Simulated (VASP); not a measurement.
# MgS (I4/mmm) in VASP: single point with LDA

Aim: the single point of MgS with LDA.

Program: VASP 6.6.1. These are calculated values, not measurements. Logs are shortened: lines on timing, memory, paths and dates and some standing lists are left out, and cuts for length are marked.

### 1 The cell of the first run

The structure is tetragonal, space group I4/mmm (No. 139). The conventional cell has a = 3.699 Å, b = 3.699 Å, c = 5.078 Å, α = 90.00°, β = 90.00°, γ = 90.00°. Within 3.4 Å of Mg (site symmetry 4/mmm) lie 6 S at 2.54 to 2.62 Å. S (site symmetry 4/mmm) has 6 Mg at 2.54 to 2.62 Å within 3.4 Å.

### 2 Single point, LDA (in-plane strain +0.02, then relaxed in part)

Contents of INCAR:

```
  ALGO = Normal
  EDIFF = 1E-6
  ENCUT = 840
  GGA = CA
  GGA_COMPAT = F
  ISIF = 2
  ISMEAR = 0
  LASPH = T
  LCHARG = F
  LREAL = F
  LWAVE = F
  NBANDS = 15
  NELM = 120
  PREC = Accurate
  SIGMA = 0.01
```

Contents of KPOINTS:

```
k-points
0
Gamma
  8 8 8
```

Contents of POSCAR:

```
MgS
1.0
    2.6154660788      2.6154660788      0.0000000000
   -2.6154660788      2.6154660788      0.0000000000
    0.0000000000      2.6154660788      2.5387579256
Mg S
1 1
Direct
    0.0000000000      0.0000000000      0.0000000000
    0.5000000000      0.5000000000      0.0000000000
```

Potentials or basis: VASP PAW LDA potentials, release 64 (Mg_sv, S).

On the command line:

```sh
> cat potpaw_LDA.64/Mg_sv/POTCAR potpaw_LDA.64/S/POTCAR > POTCAR
> mpirun -np 1 vasp_std > vasp.out
```

OUTCAR:

```text
EDIFF = 1E-6
   ENCUT = 840
   GGA = CA
   ISIF = 2
   ISMEAR = 0
   LASPH = T
   LREAL = F
   NELM = 120
   PREC = Accurate

 ion  position               nearest neighbor table
   1  0.000  0.000  0.000-   2 2.54   2 2.54
   2  0.500  0.500  0.000-   1 2.54   1 2.54

  LATTYP: Found a body centered tetragonal cell.
 ALAT       =     3.6988276006
 C/A-ratio  =     1.3727365532

  Lattice vectors:

 A1 = (   2.6154660788,   0.0000000000,  -2.5387579256)
 A2 = (  -2.6154660788,   0.0000000000,  -2.5387579256)
 A3 = (   0.0000000000,   2.6154660788,   2.5387579256)

Analysis of symmetry for initial positions (statically):
=====================================================================
 Subroutine PRICEL returns:
 Original cell was already a primitive cell.

 Routine SETGRP: Setting up the symmetry group for a
 body centered tetragonal supercell.

 Subroutine GETGRP returns: Found 16 space group operations
 (whereof 16 operations were pure point group operations)
 out of a pool of 16 trial point group operations.

The static configuration has the point symmetry D_4h.

Analysis of symmetry for dynamics (positions and initial velocities):
=====================================================================
 Subroutine PRICEL returns:
 Original cell was already a primitive cell.

 Routine SETGRP: Setting up the symmetry group for a
 body centered tetragonal supercell.

 Subroutine GETGRP returns: Found 16 space group operations
 (whereof 16 operations were pure point group operations)
 out of a pool of 16 trial point group operations.

The dynamic configuration has the point symmetry D_4h.

 Subroutine INISYM returns: Found 16 space group operations
 (whereof 16 operations are pure point group operations),
 and found     1 'primitive' translations

----------------------------------------------------------------------------------------

                                     Primitive cell

  volume of cell :      34.7336

  direct lattice vectors                    reciprocal lattice vectors
     2.615466079  2.615466079  0.000000000     0.191170516  0.191170516 -0.196946702
    -2.615466079  2.615466079  0.000000000    -0.191170516  0.191170516 -0.196946702
     0.000000000  2.615466079  2.538757926     0.000000000  0.000000000  0.393893404

  length of vectors
     3.698827601  3.698827601  3.644990345     0.334485180  0.334485180  0.393893404

  position of ions in fractional coordinates (direct lattice)
     0.000000000  0.000000000  0.000000000
     0.500000000  0.500000000  0.000000000

  ion indices of the primitive-cell ions
   primitive index   ion index
                 1           1
                 2           2

----------------------------------------------------------------------------------------

 KPOINTS: k-points

Automatic generation of k-mesh.
 Grid dimensions read from file:
 generate k-points for:    8    8    8

 Generating k-lattice:

  Cartesian coordinates                     Fractional coordinates (reciprocal lattice)
     0.023896315  0.023896315 -0.024618338     0.125000000  0.000000000  0.000000000
    -0.023896315  0.023896315 -0.024618338     0.000000000  0.125000000  0.000000000
     0.000000000  0.000000000  0.049236675     0.000000000  0.000000000  0.125000000

  Length of vectors
     0.041810648  0.041810648  0.049236675

  Shift w.r.t. Gamma in fractional coordinates (k-lattice)
     0.000000000  0.000000000  0.000000000

 Subroutine IBZKPT returns following result:
 ===========================================

 Found     59 irreducible k-points:

 Following reciprocal coordinates:
            Coordinates               Weight
  0.000000  0.000000  0.000000      1.000000
  0.125000  0.000000  0.000000      8.000000
  0.250000  0.000000  0.000000      8.000000
  0.375000  0.000000  0.000000      8.000000
  0.500000  0.000000  0.000000      4.000000
  0.125000  0.125000  0.000000      8.000000
[... 16 lines left out ...]
  0.250000  0.000000  0.125000      4.000000
  0.375000  0.000000  0.125000      8.000000
 [... further k-points ...]
   k-points           NKPTS =     59   k-points in BZ     NKDIM =     59   number of bands    NBANDS=     15
   number of dos      NEDOS =    301   number of ions     NIONS =      2
   total plane-waves  NPLWV =  46656
   dimension x,y,z NGX =    36 NGY =   36 NGZ =   36
   dimension x,y,z NGXF=    72 NGYF=   72 NGZF=   72
   ions per type =               1   1
   NGX,Y,Z   is equivalent  to a cutoff of  16.18, 16.18, 16.42 a.u.
   NGXF,Y,Z  is equivalent  to a cutoff of  32.36, 32.36, 32.84 a.u.
 SYSTEM =  unknown system
   PREC   = accura    normal or accurate (medium, high low for compatibility)
   ISTART =      0    job   : 0-new  1-cont  2-samecut
   ICHARG =      2    charge: 1-file 2-atom 10-const
   ISPIN  =      1    spin polarized calculation?
   LNONCOLLINEAR =      F non collinear calculations
   LSORBIT =      F    spin-orbit coupling
   LASPH  =      T    aspherical Exc in radial PAW
   ENCUT  =  840.0 eV  61.74 Ry    7.86 a.u.   8.74  8.74  8.61*2*pi/ulx,y,z
   NELM   =    120;   NELMIN=  2; NELMDL= -5     # of ELM steps
   EDIFF  = 0.1E-05   stopping-criterion for ELM
   LREAL  =      F    real-space projection
   EDIFFG = 0.1E-04   stopping-criterion for IOM
   NSW    =      0    number of steps for IOM
   IBRION =     -1    ionic relax: 0-MD 1-quasi-New 2-CG
   NFREE  =      0    steps in history (QN), initial steepest desc. (CG)
   ISIF   =      2    stress and relaxation
   ISYM   =      2    0-nonsym 1-usesym 2-fastsym
   POTIM  = 0.5000    time-step for ionic-motion
   TEBEG  =    0.0;   TEEND  =   0.0 temperature during run
   PSTRESS=    0.0 pullay stress
   NELECT =      16.0000    total number of electrons
   NUPDOWN=      -1.0000    fix difference up-down
   EMIN   =  10.00;   EMAX   =-10.00  energy-range for DOS
   EFERMI =   0.00;   METHOD = LEGACY
   ISMEAR =     0;   SIGMA  =   0.01  broadening in eV -4-tet -1-fermi 0-gaus
   EFERMI_NEDOS =   21; number of points for ismear=-14 and -15
   IALGO  =     38    algorithm
   IMIX   =      4    mixing-type and parameters
     AMIX     =   0.40;   BMIX     =  1.00
     AMIX_MAG =   1.60;   BMIX_MAG =  1.00
  volume/ion in A,a.u.               =      17.37       117.20
  Fermi-wavevector in a.u.,A,eV,Ry     =   1.264343  2.389262 21.749782  1.598564
  Thomas-Fermi vector in A             =   2.397653
   LORBIT       =      0    0 simple, 1 ext, 2 COOP (PROOUT), +10 PAW based schemes
   GGA     = CA    functional components
   LHFCALC =     F    Hartree Fock is set to
   AEXX    =    0.0000 exact exchange contribution
   IVDW    =     0    specifies the selected vdW correction
   LEPSILON=     F    determine dielectric tensor
   LRPA    =     F    only Hartree local field effects (RPA)
 non-spin polarized calculation
 Gauss-broadening in eV      SIGMA  =   0.01
  energy-cutoff  :      840.00
  volume of cell :       34.73
 maximum number of plane-waves:      1944
   NGX = 17   NGY = 17   NGZ = 17

 number of electron      15.9999997 magnetization

 Free energy of the ion-electron system (eV)
  ---------------------------------------------------
  ext. energy  EPLUGINS =         0.00000000
  ---------------------------------------------------
  free energy    TOTEN  =        -9.47742214 eV

  energy without entropy =       -9.47742214  energy(sigma->0) =       -9.47742214

 E-fermi :   3.7385     XC(G=0): -10.2269

 val. band max:        3.5957256685   @ k =   0.0000   0.0000   0.0000
 cond. band min:       6.0626766803   @ k =   0.0000   0.0000   0.5000
 fundamental gap:      2.4669510118
 Fermi energy:         3.7384999953

 k-point     1 :       0.0000    0.0000    0.0000
  band No.  band energies     occupation
      1     -70.2836      2.00000
      2     -37.7743      2.00000
      3     -37.7743      2.00000
      4     -37.7681      2.00000
      5      -9.1680      2.00000
      6       3.4571      2.00000
      7       3.5957      2.00000
      8       3.5957      2.00000
      9       7.1631      0.00000
     10      11.2792      0.00000
     11      11.2792      0.00000
     12      11.5889      0.00000
     13      13.6209      0.00000
     14      14.0310      0.00000
     15      15.9402      0.00000

 k-point     2 :       0.1250    0.0000    0.0000
  band No.  band energies     occupation
      1     -70.2836      2.00000
      2     -37.7751      2.00000
      3     -37.7745      2.00000
      4     -37.7686      2.00000
      5      -9.0105      2.00000
      6       2.4602      2.00000
      7       3.4188      2.00000
      8       3.4737      2.00000
      9       7.9745      0.00000
     10      11.0567      0.00000
     11      11.5126      0.00000
     12      11.7566      0.00000
     13      13.0138      0.00000
     14      13.3135      0.00000
     15      16.0692      0.00000

 k-point     3 :       0.2500    0.0000    0.0000
  band No.  band energies     occupation
      1     -70.2835      2.00000
      2     -37.7771      2.00000
      3     -37.7749      2.00000
      4     -37.7695      2.00000
      5      -8.5829      2.00000
      6       0.6577      2.00000
      7       3.2106      2.00000
      8       3.2192      2.00000
      9       8.3800      0.00000
     10      11.0642      0.00000
     11      11.4159      0.00000
     12      11.7891      0.00000
     13      13.7346      0.00000
     14      13.7623      0.00000
     15      15.2997      0.00000
[... 343 lines left out ...]
 k-point    23 :       0.2500    0.0000    0.1250
  band No.  band energies     occupation
      1     -70.2835      2.00000
      2     -37.7764      2.00000
      3     -37.7746      2.00000
      4     -37.7690      2.00000
      5      -8.7722      2.00000
      6       1.6417      2.00000
      7       2.7248      2.00000
      8       3.4510      2.00000
      9       8.8669      0.00000
     10      10.6673      0.00000
     11      11.5570      0.00000
     12      11.7791      0.00000
     13      11.9276      0.00000
     14      14.3105      0.00000
     15      17.5232      0.00000

 k-point    24 :       0.3750    0.0000    0.1250
  band No.  band energies     occupation
      1     -70.2834      2.00000
      2     -37.7783      2.00000
      3     -37.7750      2.00000
      4     -37.7700      2.00000
      5      -8.3096      2.00000
      6       0.2102      2.00000
      7       2.2764      2.00000
      8       3.1824      2.00000
      9       9.1048      0.00000
     10      10.5781      0.00000
     11      10.9652      0.00000
     12      11.6509      0.00000
     13      13.2801      0.00000
     14      16.2355      0.00000
     15      16.6544      0.00000

 [... further k-points ...]

------------------------ aborting loop because EDIFF is reached ----------------------------------------

  FORCE on cell =-STRESS in cart. coord.  units (eV):
  Direction    XX          YY          ZZ          XY          YZ          ZX
  --------------------------------------------------------------------------------------
  -------------------------------------------------------------------------------------
  Total       -0.7010000     -0.7010000      0.0065423      0.0000000      0.0000000     -0.0000000
  in kB      -32.3354684    -32.3354684      0.3017802      0.0000000      0.0000000     -0.0000000
  external PRESSURE =     -21.4563855 kB  Pullay stress =       0.0000000 kB

 VOLUME and BASIS-vectors are now :
 -----------------------------------------------------------------------------
  energy-cutoff  :      840.00
  volume of cell :       34.73
      direct lattice vectors                 reciprocal lattice vectors
     2.615466079  2.615466079  0.000000000     0.191170516  0.191170516 -0.196946702
    -2.615466079  2.615466079  0.000000000    -0.191170516  0.191170516 -0.196946702
     0.000000000  2.615466079  2.538757926     0.000000000  0.000000000  0.393893404

 POSITION                                       TOTAL-FORCE (eV/Angst)
 -----------------------------------------------------------------------------------
      0.00000      0.00000      0.00000         0.000000     -0.000000      0.000000
      0.00000      2.61547      0.00000        -0.000000      0.000000      0.000000
 -----------------------------------------------------------------------------------
    total drift:                               -0.000000      0.000000     -0.000000

  FREE ENERGIE OF THE ION-ELECTRON SYSTEM (eV)
  ---------------------------------------------------
  free  energy   TOTEN  =        -9.4774221416 eV

  energy  without entropy=       -9.4774221416  energy(sigma->0) =       -9.47742214
```

It took 25 s on 1 thread of Intel Xeon 6975P-C (Granite Rapids), shared host; peak memory 0.2 GiB.

What came out:

- Free energy: -9.4774 eV
- Pressure: -2.1 GPa
- Band gap on the k mesh: 2.47 eV (least direct gap 3.57 eV)

Caveat: the cell differs from its parent crystal (in-plane strain +0.02, then relaxed in part). A k mesh can miss the band edges.
